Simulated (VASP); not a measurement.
A run of VASP 6.6.1:

INCAR

```
SYSTEM = BaTiO3
PREC = Accurate
ENCUT = 520
EDIFF = 1E-8
ISMEAR = -1
SIGMA = 0.08
LREAL = .False.
LASPH = .True.
NELM = 100
ALGO = Normal
ISIF = 2
LWAVE = .False.
LCHARG = .False.
GGA = PS
LEFG = .True.
NBANDS = 28
```

File KPOINTS:

```
regular mesh
0
Gamma
  7 7 7
  0 0 0
```

The input POSCAR:

```
BaTiO3
1.0
    3.9998000000     -0.0599970000     -0.0599970000
   -0.0599970000      3.9998000000     -0.0599970000
   -0.0602700000     -0.0602700000      4.0180000000
Ba Ti O
1 1 3
Direct
    0.0000000000      0.0000000000      0.0000000000
    0.5000000000      0.5000000000      0.4820000000
    0.5000000000      0.5000000000      0.0160000000
    0.5000000000      0.0000000000      0.5150000000
    0.0000000000      0.5000000000      0.5150000000
```

Potentials or basis: VASP PAW PBE potentials, release 64 (Ba_sv, Ti_sv, O).

The run is started by

```console
$ cat potpaw_PBE.64/Ba_sv/POTCAR potpaw_PBE.64/Ti_sv/POTCAR potpaw_PBE.64/O/POTCAR > POTCAR
$ mpirun -np 1 vasp_std > vasp.out
```

Hardware: 1 thread of AMD EPYC 9R45 96-Core Processor (Zen 5) (shared host).

**Question.** How long does it take, and how much memory?

**Answer.** Run time: 110 s on 1 thread of AMD EPYC 9R45 96-Core Processor (Zen 5), with other jobs on the host, peak memory 0.27 GiB. Counts: scf iterations 18, k points 100.
